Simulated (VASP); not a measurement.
Lu: single point with RPBE

The system is Lu.

```
Lu
1.0
    -2.03347    2.03347    2.03347
     2.03347   -2.03347    2.03347
     2.03347    2.03347   -2.03347
Lu
1
Direct
  0.00000 0.00000 0.00000
```

This cell differs from its parent crystal: volume scaled by 1.08.

```
Program                : VASP 6.6.1
Task                   : single point
Functional             : RPBE
Potentials or basis    : VASP PAW PBE potentials, release 64 (Lu)
Cutoff                 : 520 eV
k mesh                 : 13 × 13 × 13
Occupations            : fermi-dirac, width 0.1 eV
Spin                   : no spin polarisation
Dipole correction      : no
Further INCAR settings : ALGO = Normal; EDIFF = 1e-06; NBANDS = 18
```

```yaml
Pressure: -2.7 GPa
```

Levels at points of the mesh, in eV from the Fermi level:
```tsv
k point	band 10	band 11	band 12	band 13	band 14	band 15
(0.00, 0.00, 0.00)	-5.36	-5.36	-5.35	2.03	2.03	2.03
```

Wall time 40 s on 1 thread of Intel(R) Xeon(R) Platinum 8259CL CPU @ 2.50GHz (Skylake/Cascade Lake) (shared host), peak memory 0.2 GiB.

Caveat: the PAW data sets were made with another functional, which shifts forces and pressure a little; spin-orbit coupling is left out, which moves the levels of the heavy elements.
